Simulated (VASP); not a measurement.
SiC (Moissanite 3C):

```
Si C
1.0
     0.00000    2.17805    2.17805
     2.17805    0.00000    2.17805
     2.17805    2.17805    0.00000
Si C
1 1
Direct
  0.00000 0.00000 0.00000
  0.25000 0.25000 0.25000
```

Base run:

- Program: VASP 6.6.1
- Functional: r2SCAN
- Potentials or basis: VASP PAW PBE potentials, release 64 (Si, C)
- Cutoff: 660 eV
- k mesh: 10 × 10 × 10
- Occupations: gaussian, width 0.01 eV
- Spin: no spin polarisation

Its results: band gap on the k mesh 1.73 eV, indirect (least direct gap 5.06 eV); pressure -0.4 GPa.

Task: The run is repeated on the same cell with these changes: functional from r2SCAN to PBE; cutoff from 660 eV to 600 eV. What comes out?

Result: Band gap on the k mesh 1.36 eV, indirect (least direct gap 4.54 eV); pressure 3.4 GPa.

r2SCAN gives the wider gap, since meta-GGAs in the generalised Kohn-Sham scheme recover part of the derivative discontinuity.

Caveats: the PAW data sets were made with another functional, which shifts forces and pressure a little (some runs).

A k mesh can miss the band edges.
